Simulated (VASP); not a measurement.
# NaCl (F-43m) in VASP: settings compared

The runs below take NaCl through single point, with PBE, r2SCAN.

Program: VASP 6.6.1. These are calculated values, not measurements. Logs are shortened: lines on timing, memory, paths and dates and some standing lists are left out, and cuts for length are marked.

## 1. The cell of the first run

It takes space group F-43m (No. 216, cubic). The conventional cell has a = 6.175 Å, b = 6.175 Å, c = 6.175 Å, α = 90.00°, β = 90.00°, γ = 90.00°. Within 3.5 Å of Na (site symmetry -43m) lie 4 Cl at 2.67 Å. Cl (site symmetry -43m) has 4 Na at 2.67 Å within 3.5 Å.

## 2. Single point, PBE

The input, INCAR:

```
PREC = Accurate ; ENCUT = 520
EDIFF = 1E-7 ; ISMEAR = 0
SIGMA = 0.01 ; LREAL = False
LASPH = True ; NELM = 60
ALGO = Normal ; ISIF = 2
LWAVE = False ; LCHARG = False
GGA = PE ; NBANDS = 14
```

The input, KPOINTS:

```
Automatic mesh
0
Gamma
  6 6 6
```

The input, POSCAR:

```
NaCl
1.0
    0.0000000000      3.0872727977      3.0872727977
    3.0872727977      0.0000000000      3.0872727977
    3.0872727977      3.0872727977      0.0000000000
Na Cl
1 1
Direct
    0.0000000000      0.0000000000      0.0000000000
    0.2500000000      0.2500000000      0.2500000000
```

Potentials or basis: VASP PAW PBE potentials, release 64 (Na_pv, Cl).

Launch:

```
$ cat potpaw_PBE.64/Na_pv/POTCAR potpaw_PBE.64/Cl/POTCAR > POTCAR
$ mpirun -np 1 vasp_std > vasp.out
```

OUTCAR:

```text
PREC = Accurate
   ENCUT = 520
   EDIFF = 1E-7
   ISMEAR = 0
   LREAL = False
   LASPH = True
   NELM = 60
   ISIF = 2
   GGA = PE

 ion  position               nearest neighbor table
   1  0.000  0.000  0.000-   2 2.67   2 2.67   2 2.67   2 2.67
   2  0.250  0.250  0.250-   1 2.67   1 2.67   1 2.67   1 2.67

  LATTYP: Found a face centered cubic cell.
 ALAT       =     6.1745455954

  Lattice vectors:

 A1 = (   0.0000000000,   3.0872727977,   3.0872727977)
 A2 = (   3.0872727977,   0.0000000000,   3.0872727977)
 A3 = (   3.0872727977,   3.0872727977,   0.0000000000)

Analysis of symmetry for initial positions (statically):
=====================================================================
 Subroutine PRICEL returns:
 Original cell was already a primitive cell.

 Routine SETGRP: Setting up the symmetry group for a
 face centered cubic supercell.

 Subroutine GETGRP returns: Found 24 space group operations
 (whereof 24 operations were pure point group operations)
 out of a pool of 48 trial point group operations.

The static configuration has the point symmetry T_d .

Analysis of symmetry for dynamics (positions and initial velocities):
=====================================================================
 Subroutine PRICEL returns:
 Original cell was already a primitive cell.

 Routine SETGRP: Setting up the symmetry group for a
 face centered cubic supercell.

 Subroutine GETGRP returns: Found 24 space group operations
 (whereof 24 operations were pure point group operations)
 out of a pool of 48 trial point group operations.

The dynamic configuration has the point symmetry T_d .

 Subroutine INISYM returns: Found 24 space group operations
 (whereof 24 operations are pure point group operations),
 and found     1 'primitive' translations

----------------------------------------------------------------------------------------

                                     Primitive cell

  volume of cell :      58.8512

  direct lattice vectors                    reciprocal lattice vectors
     0.000000000  3.087272798  3.087272798    -0.161955238  0.161955238  0.161955238
     3.087272798  0.000000000  3.087272798     0.161955238 -0.161955238  0.161955238
     3.087272798  3.087272798  0.000000000     0.161955238  0.161955238 -0.161955238

  length of vectors
     4.366063061  4.366063061  4.366063061     0.280514700  0.280514700  0.280514700

  position of ions in fractional coordinates (direct lattice)
     0.000000000  0.000000000  0.000000000
     0.250000000  0.250000000  0.250000000

  ion indices of the primitive-cell ions
   primitive index   ion index
                 1           1
                 2           2

[... 76 lines left out ...]
   EFERMI =   0.00;   METHOD = LEGACY
   ISMEAR =     0;   SIGMA  =   0.01  broadening in eV -4-tet -1-fermi 0-gaus
   EFERMI_NEDOS =   21; number of points for ismear=-14 and -15
   IALGO  =     38    algorithm
   IMIX   =      4    mixing-type and parameters
     AMIX     =   0.40;   BMIX     =  1.00
     AMIX_MAG =   1.60;   BMIX_MAG =  1.00
  volume/ion in A,a.u.               =      29.43       198.57
  Fermi-wavevector in a.u.,A,eV,Ry     =   1.014376  1.916894 13.999846  1.028960
  Thomas-Fermi vector in A             =   2.147600
   LORBIT       =      0    0 simple, 1 ext, 2 COOP (PROOUT), +10 PAW based schemes
   GGA     = PE    functional components
   LHFCALC =     F    Hartree Fock is set to
   AEXX    =    0.0000 exact exchange contribution
   IVDW    =     0    specifies the selected vdW correction
   LEPSILON=     F    determine dielectric tensor
   LRPA    =     F    only Hartree local field effects (RPA)
 non-spin polarized calculation
 Gauss-broadening in eV      SIGMA  =   0.01
  energy-cutoff  :      520.00
  volume of cell :       58.85
 maximum number of plane-waves:      1600
   NGX = 17   NGY = 17   NGZ = 17

 number of electron      13.9999997 magnetization

 Free energy of the ion-electron system (eV)
  ---------------------------------------------------
  ext. energy  EPLUGINS =         0.00000000
  ---------------------------------------------------
  free energy    TOTEN  =        -6.63778491 eV

  energy without entropy =       -6.63778491  energy(sigma->0) =       -6.63778491

 E-fermi :  -2.2789     XC(G=0):  -6.8567

 val. band max:       -2.4008904344   @ k =   0.0000   0.0000   0.0000
 cond. band min:       2.5401078055   @ k =   0.0000   0.0000   0.0000
 fundamental gap:      4.9409982399
 Fermi energy:        -2.2789009321

 k-point     1 :       0.0000    0.0000    0.0000
  band No.  band energies     occupation
      1     -23.0004      2.00000
      2     -23.0003      2.00000
      3     -23.0003      2.00000
      4     -14.5201      2.00000
      5      -2.4009      2.00000
      6      -2.4009      2.00000
      7      -2.4009      2.00000
      8       2.5401      0.00000
      9       8.8241      0.00000
     10       8.8241      0.00000
     11       8.8241      0.00000
     12      10.6014      0.00000
     13      10.6014      0.00000
     14      13.0428      0.00000
[... 241 lines left out ...]
      1     -23.0146      2.00000
      2     -23.0055      2.00000
      3     -23.0042      2.00000
      4     -14.3279      2.00000
      5      -3.2152      2.00000
      6      -2.8802      2.00000
      7      -2.7349      2.00000
      8       5.1921      0.00000
      9       6.9974      0.00000
     10       7.8635      0.00000
     11       8.7615      0.00000
     12      11.2771      0.00000
     13      12.4867      0.00000
     14      12.8164      0.00000

------------------------ aborting loop because EDIFF is reached ----------------------------------------

  FORCE on cell =-STRESS in cart. coord.  units (eV):
  Direction    XX          YY          ZZ          XY          YZ          ZX
  --------------------------------------------------------------------------------------
  -------------------------------------------------------------------------------------
  Total        0.2547980      0.2547980      0.2547980      0.0000000      0.0000000      0.0000000
  in kB        6.9366782      6.9366782      6.9366782      0.0000000      0.0000000      0.0000000
  external PRESSURE =       6.9366782 kB  Pullay stress =       0.0000000 kB

 VOLUME and BASIS-vectors are now :
 -----------------------------------------------------------------------------
  energy-cutoff  :      520.00
  volume of cell :       58.85
      direct lattice vectors                 reciprocal lattice vectors
     0.000000000  3.087272798  3.087272798    -0.161955238  0.161955238  0.161955238
     3.087272798  0.000000000  3.087272798     0.161955238 -0.161955238  0.161955238
     3.087272798  3.087272798  0.000000000     0.161955238  0.161955238 -0.161955238

 POSITION                                       TOTAL-FORCE (eV/Angst)
 -----------------------------------------------------------------------------------
      0.00000      0.00000      0.00000         0.000000      0.000000      0.000000
      1.54364      1.54364      1.54364        -0.000000     -0.000000     -0.000000
 -----------------------------------------------------------------------------------
    total drift:                                0.000002      0.000002      0.000003

  FREE ENERGIE OF THE ION-ELECTRON SYSTEM (eV)
  ---------------------------------------------------
  free  energy   TOTEN  =        -6.6377849080 eV

  energy  without entropy=       -6.6377849080  energy(sigma->0) =       -6.63778491
```

stdout:

```text
POSCAR found type information on POSCAR NaCl
 POSCAR found :  2 types and       2 ions
 scaLAPACK will be used
 LDA part: xc-table for (Slater+PW92), standard interpolation
 POSCAR, INCAR and KPOINTS ok, starting setup
 FFT: planning ... GRIDC
 FFT: planning ... GRID_SOFT
 FFT: planning ... GRID
 WAVECAR not read
 entering main loop
```

Wall time 15 s (1 thread of Intel Xeon 8259CL, shared host); peak memory 0.16 GiB.

What came out:

```yaml
Free_energy: -6.6378 eV
Pressure: 0.7 GPa
Band_gap_on_the_k_mesh: 4.94 eV, direct
```

## 3. Single point, PBE

The input, INCAR:

```
SYSTEM = NaCl
PREC = Accurate
ENCUT = 520
EDIFF = 1E-6
ISMEAR = 0
SIGMA = 0.01
LREAL = .FALSE.
LASPH = .TRUE.
NELM = 80
ALGO = Normal
ISIF = 2
LWAVE = .FALSE.
LCHARG = .TRUE.
GGA = PE
LELF = .TRUE.
LVHAR = .TRUE.
NBANDS = 14
```

The input, KPOINTS:

```
regular mesh
0
G
  6 6 6
  0 0 0
```

POSCAR is that of step 2.

Potentials or basis: VASP PAW PBE potentials, release 64 (Na_pv, Cl).

Launch:

```
$ cat potpaw_PBE.64/Na_pv/POTCAR potpaw_PBE.64/Cl/POTCAR > POTCAR
$ mpirun -np 1 vasp_std > vasp.out
```

OUTCAR:

```text
SYSTEM = NaCl
   PREC = Accurate
   ENCUT = 520
   EDIFF = 1E-6
   ISMEAR = 0
   LREAL = .FALSE.
   LASPH = .TRUE.
   NELM = 80
   ISIF = 2
   GGA = PE

 ion  position               nearest neighbor table
   1  0.000  0.000  0.000-   2 2.67   2 2.67   2 2.67   2 2.67
   2  0.250  0.250  0.250-   1 2.67   1 2.67   1 2.67   1 2.67

  LATTYP: Found a face centered cubic cell.
 ALAT       =     6.1745455954

  Lattice vectors:

 A1 = (   0.0000000000,   3.0872727977,   3.0872727977)
 A2 = (   3.0872727977,   0.0000000000,   3.0872727977)
 A3 = (   3.0872727977,   3.0872727977,   0.0000000000)

Analysis of symmetry for initial positions (statically):
=====================================================================
 Subroutine PRICEL returns:
 Original cell was already a primitive cell.

 Routine SETGRP: Setting up the symmetry group for a
 face centered cubic supercell.

 Subroutine GETGRP returns: Found 24 space group operations
 (whereof 24 operations were pure point group operations)
 out of a pool of 48 trial point group operations.

The static configuration has the point symmetry T_d .

Analysis of symmetry for dynamics (positions and initial velocities):
=====================================================================
 Subroutine PRICEL returns:
 Original cell was already a primitive cell.

 Routine SETGRP: Setting up the symmetry group for a
 face centered cubic supercell.

 Subroutine GETGRP returns: Found 24 space group operations
 (whereof 24 operations were pure point group operations)
 out of a pool of 48 trial point group operations.

The dynamic configuration has the point symmetry T_d .

 Subroutine INISYM returns: Found 24 space group operations
 (whereof 24 operations are pure point group operations),
 and found     1 'primitive' translations

----------------------------------------------------------------------------------------

                                     Primitive cell
[... 110 lines left out ...]
   IVDW    =     0    specifies the selected vdW correction
   LEPSILON=     F    determine dielectric tensor
   LRPA    =     F    only Hartree local field effects (RPA)
 non-spin polarized calculation
 Gauss-broadening in eV      SIGMA  =   0.01
  energy-cutoff  :      520.00
  volume of cell :       58.85
 maximum number of plane-waves:      1600
   NGX = 17   NGY = 17   NGZ = 17

 number of electron      13.9999997 magnetization

 Free energy of the ion-electron system (eV)
  ---------------------------------------------------
  ext. energy  EPLUGINS =         0.00000000
  ---------------------------------------------------
  free energy    TOTEN  =        -6.63778501 eV

  energy without entropy =       -6.63778501  energy(sigma->0) =       -6.63778501

 E-fermi :  -2.2777     XC(G=0):  -6.8568

 val. band max:       -2.4008145522   @ k =   0.0000   0.0000   0.0000
 cond. band min:       2.5400692474   @ k =   0.0000   0.0000   0.0000
 fundamental gap:      4.9408837995
 Fermi energy:        -2.2777486259

 k-point     1 :       0.0000    0.0000    0.0000
  band No.  band energies     occupation
      1     -23.0003      2.00000
      2     -23.0003      2.00000
      3     -23.0003      2.00000
      4     -14.5200      2.00000
      5      -2.4008      2.00000
      6      -2.4008      2.00000
      7      -2.4008      2.00000
      8       2.5401      0.00000
      9       8.8242      0.00000
     10       8.8242      0.00000
     11       8.8242      0.00000
     12      10.6014      0.00000
     13      10.6014      0.00000
     14      13.0429      0.00000
[... 241 lines left out ...]
      1     -23.0145      2.00000
      2     -23.0054      2.00000
      3     -23.0041      2.00000
      4     -14.3278      2.00000
      5      -3.2151      2.00000
      6      -2.8801      2.00000
      7      -2.7348      2.00000
      8       5.1918      0.00000
      9       6.9975      0.00000
     10       7.8636      0.00000
     11       8.7615      0.00000
     12      11.2772      0.00000
     13      12.4868      0.00000
     14      12.8165      0.00000

------------------------ aborting loop because EDIFF is reached ----------------------------------------

  FORCE on cell =-STRESS in cart. coord.  units (eV):
  Direction    XX          YY          ZZ          XY          YZ          ZX
  --------------------------------------------------------------------------------------
  -------------------------------------------------------------------------------------
  Total        0.2531213      0.2531213      0.2531213      0.0000000      0.0000000      0.0000000
  in kB        6.8910316      6.8910316      6.8910316      0.0000000      0.0000000      0.0000000
  external PRESSURE =       6.8910316 kB  Pullay stress =       0.0000000 kB

 VOLUME and BASIS-vectors are now :
 -----------------------------------------------------------------------------
  energy-cutoff  :      520.00
  volume of cell :       58.85
      direct lattice vectors                 reciprocal lattice vectors
     0.000000000  3.087272798  3.087272798    -0.161955238  0.161955238  0.161955238
     3.087272798  0.000000000  3.087272798     0.161955238 -0.161955238  0.161955238
     3.087272798  3.087272798  0.000000000     0.161955238  0.161955238 -0.161955238

 POSITION                                       TOTAL-FORCE (eV/Angst)
 -----------------------------------------------------------------------------------
      0.00000      0.00000      0.00000         0.000000      0.000000      0.000000
      1.54364      1.54364      1.54364        -0.000000     -0.000000     -0.000000
 -----------------------------------------------------------------------------------
    total drift:                                0.000002      0.000002      0.000003

  FREE ENERGIE OF THE ION-ELECTRON SYSTEM (eV)
  ---------------------------------------------------
  free  energy   TOTEN  =        -6.6377850061 eV

  energy  without entropy=       -6.6377850061  energy(sigma->0) =       -6.63778501
```

OSZICAR:

```text
N       E                     dE             d eps       ncg     rms          rms(c)
DAV:   1     0.991739921593E+02    0.99174E+02   -0.68263E+03   462   0.938E+02
DAV:   2     0.239802398624E+01   -0.96776E+02   -0.88571E+02   478   0.251E+02
DAV:   3    -0.678580009617E+01   -0.91838E+01   -0.91339E+01   592   0.736E+01
DAV:   4    -0.693796608368E+01   -0.15217E+00   -0.15207E+00   520   0.107E+01
DAV:   5    -0.694169312755E+01   -0.37270E-02   -0.37268E-02   594   0.166E+00    0.236E+00
DAV:   6    -0.663708448325E+01    0.30461E+00   -0.55868E-01   540   0.371E+00    0.173E+00
DAV:   7    -0.662066000592E+01    0.16424E-01   -0.12553E-01   574   0.176E+00    0.117E+00
DAV:   8    -0.663644251007E+01   -0.15783E-01   -0.13474E-02   502   0.862E-01    0.259E-01
DAV:   9    -0.663669986185E+01   -0.25735E-03   -0.30968E-04   556   0.135E-01    0.161E-01
DAV:  10    -0.663778145793E+01   -0.10816E-02   -0.13691E-03   502   0.219E-01    0.671E-02
DAV:  11    -0.663777396272E+01    0.74952E-05   -0.18492E-05   622   0.452E-02    0.181E-02
DAV:  12    -0.663778403033E+01   -0.10068E-04   -0.11375E-05   514   0.262E-02    0.397E-03
DAV:  13    -0.663778500606E+01   -0.97573E-06   -0.11920E-06   556   0.664E-03
   1 F= -.66377850E+01 E0= -.66377850E+01  d E =-.131360E-69
```

stdout:

```text
POSCAR found type information on POSCAR NaCl
 POSCAR found :  2 types and       2 ions
 scaLAPACK will be used
 LDA part: xc-table for (Slater+PW92), standard interpolation
 POSCAR, INCAR and KPOINTS ok, starting setup
 FFT: planning ... GRIDC
 FFT: planning ... GRID_SOFT
 FFT: planning ... GRID
 WAVECAR not read
 entering main loop
```

It took 17 s on 1 thread of Intel Xeon 8259CL, shared host; peak memory 0.17 GiB.

What came out:

```
Free energy            : -6.6378 eV
Pressure               : 0.7 GPa
Band gap on the k mesh : 4.94 eV, direct
```

PBE gaps usually lie below the measured ones, often by a third to a half.

## 4. Single point, r2SCAN

POSCAR is that of step 3.

The input, INCAR.step1:

```
SYSTEM = NaCl
PREC     = Accurate       ! precision mode
ENCUT    = 520            ! plane-wave cutoff, eV
ISMEAR   = 0              ! smearing method
SIGMA    = 0.01           ! smearing width, eV
LREAL    = .FALSE.        ! projectors in reciprocal space
LASPH    = .TRUE.         ! aspherical terms in the spheres
NELM     = 80             ! most SCF steps
NBANDS   = 14             ! bands
GGA      = PE             ! functional
ALGO     = Normal         ! electronic algorithm
EDIFF    = 1E-4           ! SCF threshold, eV
LWAVE    = .TRUE.         ! write WAVECAR
LCHARG   = .FALSE.        ! write CHGCAR
```

The input, INCAR.step2:

```
SYSTEM = NaCl
PREC     = Accurate       ! precision mode
ENCUT    = 520            ! plane-wave cutoff, eV
EDIFF    = 1E-7           ! SCF threshold, eV
ISMEAR   = 0              ! smearing method
SIGMA    = 0.01           ! smearing width, eV
LREAL    = .FALSE.        ! projectors in reciprocal space
LASPH    = .TRUE.         ! aspherical terms in the spheres
NELM     = 80             ! most SCF steps
ALGO     = Normal         ! electronic algorithm
ISIF     = 2              ! what is computed and relaxed
LWAVE    = .FALSE.        ! write WAVECAR
LCHARG   = .TRUE.         ! write CHGCAR
METAGGA  = R2SCAN         ! meta-GGA
LMIXTAU  = .TRUE.       
LELF     = .TRUE.         ! ELF
LVHAR    = .TRUE.       
NBANDS   = 14             ! bands
ISTART   = 1
```

KPOINTS is that of step 3.

Launch:

```
$ cat potpaw_PBE.64/Na_pv/POTCAR potpaw_PBE.64/Cl/POTCAR > POTCAR
$ cp INCAR.step1 INCAR
$ mpirun -np 1 vasp_std > vasp.out
$ cp INCAR.step2 INCAR
$ mpirun -np 1 vasp_std > vasp.out
```

It took 95 s on 1 thread of Intel Xeon 8259CL, shared host; peak memory 0.18 GiB.

Results (log left out):

- Free energy: -13.5619 eV
- Pressure: -0.1 GPa
- Band gap on the k mesh: 5.57 eV, direct

Levels at points of the mesh, in eV from the valence-band top:
```csv
k point,band 4,band 5,band 6,band 7,band 8,band 9,band 10,band 11
"(0.00, 0.00, 0.00)",-12.66,0.00,0.00,0.00,5.57,12.07,12.07,12.07
"(0.50, 0.00, 0.00)",-12.52,-1.04,-0.09,-0.09,8.34,9.47,11.36,11.36
"(0.50, 0.50, 0.00)",-12.47,-0.94,-0.30,-0.30,7.49,9.80,11.59,14.07
```

Caveat: the PAW data sets were made with another functional, which shifts forces and pressure a little. r2SCAN opens gaps a little over a GGA but as a rule still falls short of measured ones.
